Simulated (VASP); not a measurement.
Input of a VASP 6.6.1 run:

INCAR

```
PREC     = Accurate       # precision mode
ENCUT    = 520            # plane-wave cutoff, eV
EDIFF    = 1E-7           # SCF threshold, eV
ISMEAR   = 0              # smearing method
SIGMA    = 0.05           # smearing width, eV
LREAL    = F              # projectors in reciprocal space
LASPH    = T              # aspherical terms in the spheres
NELM     = 80             # most SCF steps
ALGO     = Normal         # electronic algorithm
ISIF     = 2              # what is computed and relaxed
LWAVE    = F              # write WAVECAR
LCHARG   = F              # write CHGCAR
GGA      = PE             # functional
NBANDS   = 11             # bands
```

KPOINTS

```
Automatic mesh
0
Gamma
  12 12 12
```

File POSCAR:

```
BN
1.0
    0.0000000000      1.7837539340      1.8729416307
    1.7837539340      0.0000000000      1.8729416307
    1.7837539340      1.7837539340      0.0000000000
B N
1 1
Direct
    0.0000000000      0.0000000000      0.0000000000
    0.7500000000      0.7500000000      0.7500000000
```

Potentials or basis: VASP PAW PBE potentials, release 64 (B, N).

The run is started by

```sh
$ cat potpaw_PBE.64/B/POTCAR potpaw_PBE.64/N/POTCAR > POTCAR
$ mpirun -np 1 vasp_std > vasp.out
```

Q: Estimate the pressure.

A: -0.2 GPa.

Q: Estimate the band gap on the k mesh.

A: 4.01 eV, indirect (least direct gap 8.51 eV).

Stress tensor (GPa, compression positive):
```
 10.41   0.00   0.00
  0.00  10.41   0.00
  0.00   0.00 -21.39
```

 A k mesh can miss the band edges.
